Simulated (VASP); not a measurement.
# ScPt (Pm-3m) in VASP: a series of runs, part 2 of 2

VASP 6.6.1. Earlier steps stand in the parts before.

**5. Relaxation of cell and atoms, LDA**

Input file INCAR:

```
ALGO = Normal ; EDIFF = 1E-7
EDIFFG = -0.001 ; ENCUT = 600
GGA = CA ; IBRION = 2
ISIF = 3 ; ISMEAR = -1
LASPH = True ; LCHARG = False
LREAL = False ; LWAVE = False
NELM = 100 ; NSW = 80
PREC = Accurate ; SIGMA = 0.15
```

Input file KPOINTS:

```
k-points
0
Gamma
  14 14 14
```

Input file POSCAR:

```
ScPt
1.0
    3.2290422512      0.0000000000      0.0000000000
    0.0000000000      3.2290422512      0.0000000000
    0.0000000000      0.0000000000      3.2290422512
Sc Pt
1 1
Direct
    0.5000000000      0.5000000000      0.5000000000
    0.0000000000      0.0000000000      0.0000000000
```

Potentials or basis: VASP PAW LDA potentials, release 64 (Sc_sv, Pt).

On the command line:

```bash
$ cat potpaw_LDA.64/Sc_sv/POTCAR potpaw_LDA.64/Pt/POTCAR > POTCAR
$ mpirun -np 1 vasp_std > vasp.out
```

OUTCAR:

```text
EDIFF = 1E-7
   EDIFFG = -0.001
   ENCUT = 600
   GGA = CA
   IBRION = 2
   ISIF = 3
   ISMEAR = -1
   LASPH = True
   LREAL = False
   NELM = 100
   NSW = 80
   PREC = Accurate

 ion  position               nearest neighbor table
   1  0.500  0.500  0.500-   2 2.80   2 2.80   2 2.80   2 2.80   2 2.80   2 2.80   2 2.80   2 2.80

   2  0.000  0.000  0.000-   1 2.80   1 2.80   1 2.80   1 2.80   1 2.80   1 2.80   1 2.80   1 2.80

  LATTYP: Found a simple cubic cell.
 ALAT       =     3.2290422512

  Lattice vectors:

 A1 = (   3.2290422512,   0.0000000000,   0.0000000000)
 A2 = (   0.0000000000,   3.2290422512,   0.0000000000)
 A3 = (   0.0000000000,   0.0000000000,   3.2290422512)

Analysis of symmetry for initial positions (statically):
=====================================================================
 Subroutine PRICEL returns:
[... 370 lines left out ...]

 k-point     1 :       0.0000    0.0000    0.0000
  band No.  band energies     occupation
      1     -40.8565      2.00000
      2     -19.7292      2.00000
      3     -19.7292      2.00000
      4     -19.7292      2.00000
      5      -0.0264      2.00000
      6       2.7747      2.00000
      7       2.7747      2.00000
      8       5.2928      2.00000
      9       5.2928      2.00000
     10       5.2928      2.00000
     11       9.7283      0.00008
     12       9.7283      0.00008
     13      11.8451      0.00000
     14      11.8451      0.00000
[... 377 lines left out ...]
      1     -40.8247      2.00000
      2     -19.9413      2.00000
      3     -19.8149      2.00000
      4     -19.7080      2.00000
      5       2.3008      2.00000
      6       3.5505      2.00000
      7       4.2207      2.00000
      8       4.6532      2.00000
      9       5.1211      2.00000
     10       5.1812      2.00000
     11       8.5190      0.23618
     12       9.1377      0.00432
     13       9.8129      0.00005
     14      10.3297      0.00000

 [... further k-points ...]
[... 5 lines left out ...]
  --------------------------------------------------------------------------------------
  -------------------------------------------------------------------------------------
  Total       -0.0019296     -0.0019296     -0.0019296      0.0000000      0.0000000     -0.0000000
  in kB       -0.0913342     -0.0913342     -0.0913342      0.0000000      0.0000000     -0.0000000
  external PRESSURE =      -0.0913342 kB  Pullay stress =       0.0000000 kB
[... 17 lines left out ...]
  FREE ENERGIE OF THE ION-ELECTRON SYSTEM (eV)
  ---------------------------------------------------
  free  energy   TOTEN  =       -16.7285481833 eV

  energy  without entropy=      -16.6357324536  energy(sigma->0) =      -16.68214032

 reached required accuracy - stopping structural energy minimisation
```

OSZICAR:

```text
N       E                     dE             d eps       ncg     rms          rms(c)
DAV:   1     0.232540995739E+03    0.23254E+03   -0.11498E+04  3424   0.179E+03
DAV:   2     0.147453901078E+01   -0.23107E+03   -0.22787E+03  3518   0.482E+02
DAV:   3    -0.177670523962E+02   -0.19242E+02   -0.18454E+02  5582   0.129E+02
DAV:   4    -0.180568226726E+02   -0.28977E+00   -0.28733E+00  4396   0.169E+01
[... 83 lines left out ...]
       N       E                     dE             d eps       ncg     rms          rms(c)
DAV:   1    -0.167285488196E+02   -0.70451E-06   -0.15867E-05  3986   0.552E-02    0.558E-03
DAV:   2    -0.167285482972E+02    0.52243E-06   -0.31565E-06  3666   0.151E-02    0.234E-03
DAV:   3    -0.167285481953E+02    0.10190E-06   -0.52307E-07  3692   0.115E-02    0.927E-04
DAV:   4    -0.167285481833E+02    0.11956E-07   -0.51860E-08  1692   0.307E-03
  16 F= -.16728548E+02 E0= -.16682140E+02  d E =-.138516E-06
```

CONTCAR:

```text
ScPt
   1.00000000000000
     3.2347968753449430   -0.0000000000000000    0.0000000000000000
    -0.0000000000000000    3.2347968753449430   -0.0000000000000000
    -0.0000000000000001   -0.0000000000000000    3.2347968753449430
  Sc              Pt
     1     1
Direct
     0.5000000000000000    0.5000000000000000    0.5000000000000000
     0.0000000000000000    0.0000000000000000    0.0000000000000000

  0.00000000E+00  0.00000000E+00  0.00000000E+00
  0.00000000E+00  0.00000000E+00  0.00000000E+00
```

Run time: 2 min. Hardware: 1 thread of Intel Xeon 6975P-C (Granite Rapids), shared host; peak memory 0.21 GiB.

What came out:

- Free energy: -16.7285 eV
- Relaxed volume: 16.92 Å³/atom
- Relaxed cell: a = 3.235 Å, b = 3.235 Å, c = 3.235 Å, α = 90.00°, β = 90.00°, γ = 90.00°
- Space group after relaxing (to 0.05 Å): Pm-3m (No. 221)
- Energy gained by relaxing: 0.2 meV/atom
- Ionic steps: 16
- Pressure after relaxing: 0.0 GPa

The path:
| step | energy change (eV) | largest force (eV/Å) | pressure (GPa) | volume (Å³) |
| --- | --- | --- | --- | --- |
| 1 | 0.0000 | 0.0000 | 0.87 | 33.67 |
| 2 | 0.0006 | 0.0000 | -1.25 | 34.12 |
| 3 | -0.0005 | 0.0000 | -0.01 | 33.85 |
| 4 | -0.0005 | 0.0000 | 0.02 | 33.84 |
| 5 | -0.0005 | 0.0000 | 0.02 | 33.84 |
| 6 | -0.0005 | 0.0000 | 0.02 | 33.84 |
| 7 | -0.0005 | 0.0000 | 0.02 | 33.84 |
| 8 | -0.0005 | 0.0000 | 0.02 | 33.84 |
| 9 | -0.0005 | 0.0000 | 0.02 | 33.84 |
| 10 | -0.0005 | 0.0000 | 0.02 | 33.84 |
| 11 | -0.0005 | 0.0000 | 0.02 | 33.84 |
| 12 | -0.0005 | 0.0000 | 0.02 | 33.84 |
| 13 | -0.0005 | 0.0000 | 0.01 | 33.85 |
| 14 | -0.0005 | 0.0000 | 0.01 | 33.85 |
| 15 | -0.0005 | 0.0000 | -0.01 | 33.85 |
| 16 | -0.0005 | 0.0000 | -0.01 | 33.85 |

Final structure:
```
Sc Pt
1.0
     3.23480    0.00000    0.00000
     0.00000    3.23480    0.00000
     0.00000    0.00000    3.23480
Sc Pt
1 1
Direct
  0.50000 0.50000 0.50000
  0.00000 0.00000 0.00000
```

Levels at points of the mesh, in eV from the Fermi level:
```tsv
k point	band 6	band 7	band 8	band 9	band 10	band 11	band 12	band 13	band 14
(0.00, 0.00, 0.00)	-5.44	-5.44	-2.92	-2.92	-2.92	1.51	1.51	3.63	3.63
(0.50, 0.00, 0.00)	-4.55	-3.37	-3.32	-3.32	-2.49	-0.86	-0.17	1.21	1.21
(0.50, 0.50, 0.00)	-5.48	-4.03	-4.03	-1.62	-0.79	0.39	0.39	2.04	3.70
(0.50, 0.50, 0.50)	-4.43	-4.43	-1.55	-1.55	-1.46	-1.46	-1.46	3.27	3.84
```

Caveat: spin-orbit coupling is left out, which moves the levels of the heavy elements.

**6. The runs side by side**

| task | cell | cutoff (eV) | smearing | gap on the mesh (eV) | pressure (GPa) | relaxed volume (Å³/atom) |
| --- | --- | --- | --- | --- | --- | --- |
| single point | a = 3.229 Å, 2 atoms | 520 | gaussian 0.1 eV | none | 0.7 | - |
| relaxation of cell and atoms | relaxed from a = 3.270 Å, 2 atoms | 600 | gaussian 0.1 eV | none | 0.0 | 16.93 |
| single point | a = 3.230 Å, 2 atoms | 520 | fermi-dirac 0.15 eV | none | 0.7 | - |
| relaxation of cell and atoms | relaxed from a = 3.229 Å, 2 atoms | 600 | fermi-dirac 0.15 eV | none | 0.0 | 16.92 |

Alike in all rows: level LDA; potentials or basis VASP PAW LDA potentials, release 64 (Sc_sv, Pt); no spin polarisation; k mesh 14 × 14 × 14.

Caveats: spin-orbit coupling is left out, which moves the levels of the heavy elements.

Total energies depend on the potentials used, so only differences within one code and one set of settings carry meaning.
